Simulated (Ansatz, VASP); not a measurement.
**GaP in VASP and in Ansatz**

INCAR

```
ALGO = Normal
EDIFF = 1E-6
ENCUT = 520
GGA = CA
ISIF = 2
ISMEAR = 0
LASPH = T
LCHARG = F
LREAL = F
LWAVE = F
NBANDS = 16
NELM = 60
PREC = Accurate
SIGMA = 0.01
```

KPOINTS

```
k-points
0
Gamma
  8 8 8
```

File POSCAR:

```
GaP
1.0
    0.0000000000      2.6956666708      2.6956666708
    2.6956666708      0.0000000000      2.6956666708
    2.6956666708      2.6956666708      0.0000000000
Ga P
1 1
Direct
    0.0000000000      0.0000000000      0.0000000000
    0.7500000000      0.7500000000      0.7500000000
```

Input for Ansatz:

```yaml
crystal:
  lattice:
    - [0.0, 2.69566667083, 2.69566667083]
    - [2.69566667083, 0.0, 2.69566667083]
    - [2.69566667083, 2.69566667083, 0.0]
  atoms:
    - { symbol: Ga, position: [0.0, 0.0, 0.0] }
    - { symbol: P, position: [0.75, 0.75, 0.75] }
kpoints:
  mp_grid: { grid: [8, 8, 8] }
scf:
  occupations: { method: fixed }
hamiltonian:
  xc: lda
  pseudopotentials: { kind: paw }
output:
  forces: true
  stress: true
  eigenvalues: true
  eigenstates:
    nscf_kmesh: { grid: [12, 12, 12] }
    de_dk: true
    e_range: [-9, 11.39938510838]
  optics:
    e_range: [0, 30]
    de: 0.2
    sigma: 0.15
    bands: { spectra_wanted_up_to: 30 }
    nscf_kmesh: { grid: [12, 12, 12] }
checkpoint:
  write: ck
  write_wavefunctions: false
```

Alike in both runs: task single point; functional LDA; k mesh 8 × 8 × 8; no spin polarisation.

|  | VASP | Ansatz |
| --- | --- | --- |
| version | VASP 6.6.1 | Ansatz 0.2.0 |
| potentials or method | VASP PAW LDA potentials, release 64 (Ga_d, P) | PAW with Ansatz's default frozen-core files, scalar-relativistic |
| plane-wave cutoff (eV) | 520 | 420 |
| occupations | gaussian, width 0.01 eV | fixed |
| valence electrons in the cell | 18 | 18 |

Ansatz gave:

| Quantity | Value |
| --- | --- |
| gap on the k mesh at the Fermi level (eV) | 1.43 |
| pressure (GPa) | 0.0 |

Question: What did VASP give for the same quantities?

Answer: gap on the k mesh at the Fermi level (eV): 1.43; pressure (GPa): 0.1.

LDA's correlation is that of Perdew and Zunger in VASP and of Perdew and Wang (1992) in Ansatz.
